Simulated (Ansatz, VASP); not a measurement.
# Two plane-wave programs on Ti

INCAR

```
PREC = Accurate ; ENCUT = 520
EDIFF = 1E-6 ; ISMEAR = 0
SIGMA = 0.15 ; LREAL = False
LASPH = True ; NELM = 80
ALGO = Normal ; ISIF = 2
LWAVE = False ; LCHARG = False
NBANDS = 12
```

File KPOINTS:

```
Automatic mesh
0
Gamma
  22 22 22
```

Contents of POSCAR:

```
Ti
1.0
    0.0000000000      2.0005327171      2.0005327171
    2.0005327171      0.0000000000      2.0005327171
    2.0005327171      2.0005327171      0.0000000000
Ti
1
Direct
    0.0000000000      0.0000000000      0.0000000000
```

Input for Ansatz:

```yaml
crystal:
  lattice:
    - [0.0, 2.0005327171, 2.0005327171]
    - [2.0005327171, 0.0, 2.0005327171]
    - [2.0005327171, 2.0005327171, 0.0]
  atoms:
    - { symbol: Ti, position: [0.0, 0.0, 0.0] }
basis:
  ecutwfc: 520.0
kpoints:
  mp_grid: { grid: [22, 22, 22] }
hamiltonian:
  xc: lda
scf:
  occupations: { method: gaussian, width: 0.15 }
  lower_state_search: "off"
output:
  forces: true
  stress: true
  eigenvalues: true
```

Alike in both runs: task single point; functional LDA; k mesh 22 × 22 × 22; occupations gaussian, width 0.15 eV; no spin polarisation.

|  | VASP | Ansatz |
| --- | --- | --- |
| version | VASP 6.6.1 | Ansatz 0.2.0 |
| potentials or method | VASP PAW LDA potentials, release 64 (Ti_sv), cutoff 520 eV | scalar-relativistic, plane waves, PAW |
| valence electrons in the cell | 12 | 12 |

Ansatz gave:

| Quantity | Value |
| --- | --- |
| gap on the k mesh at the Fermi level (eV) | none |
| pressure (GPa) | 0.1 |

Question: Estimate VASP's values.

Answer: gap on the k mesh at the Fermi level (eV): none; pressure (GPa): 0.0.

LDA's correlation is that of Perdew and Zunger in VASP and of Perdew and Wang (1992) in Ansatz. A gap of «none» marks a metal or a gap that the smearing closes.
